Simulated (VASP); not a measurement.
Here is a VASP 6.6.1 calculation.

File INCAR:

```
SYSTEM = Ta5Si
ALGO     = Normal         ! electronic algorithm
EDIFF    = 1E-7           ! SCF threshold, eV
EDIFFG   = -0.04          ! ionic threshold
ENCUT    = 600            ! plane-wave cutoff, eV
GGA      = PE             ! functional
IBRION   = 2              ! ionic algorithm
ISIF     = 3              ! what is computed and relaxed
ISMEAR   = 0              ! smearing method
LASPH    = .TRUE.         ! aspherical terms in the spheres
LCHARG   = .FALSE.        ! write CHGCAR
LREAL    = .FALSE.        ! projectors in reciprocal space
LWAVE    = .FALSE.        ! write WAVECAR
NELM     = 80             ! most SCF steps
NSW      = 90             ! ionic steps
PREC     = Accurate       ! precision mode
SIGMA    = 0.1            ! smearing width, eV
```

Contents of KPOINTS:

```
k-points
0
G
  4 4 4
  0 0 0
```

File POSCAR:

```
Ta5Si
1.0
    0.0000000000      3.8407309300      3.8407309300
    3.8407309300      0.0000000000      3.8407309300
    3.8407309300      3.8407309300      0.0000000000
Ta Si
5 1
Direct
    0.1154093100      0.1154093100      0.1154093100
    0.1154093100      0.1154093100      0.6537720700
    0.1154093100      0.6537720700      0.1154093100
    0.6537720700      0.1154093100      0.1154093100
    0.7500000000      0.7500000000      0.7500000000
    0.5000000000      0.5000000000      0.5000000000
```

Potentials or basis: VASP PAW PBE potentials, release 64 (Ta_pv, Si).

The run is started by

```bash
$ cat potpaw_PBE.64/Ta_pv/POTCAR potpaw_PBE.64/Si/POTCAR > POTCAR
$ mpirun -np 1 vasp_std > vasp.out
```

Task: What does it give for the relaxed cell?

Result: a = 5.418 Å, b = 5.418 Å, c = 5.418 Å, α = 60.00°, β = 60.00°, γ = 60.00°.

Task: What does it give for the space group after relaxing (to 0.1 Å)?

Result: F-43m (No. 216).

Task: Predict the band gap on the k mesh.

Result: Zero (an odd number of electrons rules out a gap without spin polarisation).

Final structure:
```cif
data_structure
_symmetry_space_group_name_H-M 'P 1'
_symmetry_Int_Tables_number 1
_cell_length_a 5.4175
_cell_length_b 5.4175
_cell_length_c 5.4175
_cell_angle_alpha 60.000
_cell_angle_beta 60.000
_cell_angle_gamma 60.000
_cell_volume 112.43
loop_
_atom_site_label
_atom_site_type_symbol
_atom_site_fract_x
_atom_site_fract_y
_atom_site_fract_z
_atom_site_occupancy
Ta1 Ta 0.12431 0.12431 0.12431 1
Ta2 Ta 0.12431 0.12431 0.62706 1
Ta3 Ta 0.12431 0.62706 0.12431 1
Ta4 Ta 0.62706 0.12431 0.12431 1
Ta5 Ta 0.75000 0.75000 0.75000 1
Si1 Si 0.50000 0.50000 0.50000 1
```

Caveat: spin-orbit coupling is left out, which moves the levels of the heavy elements.
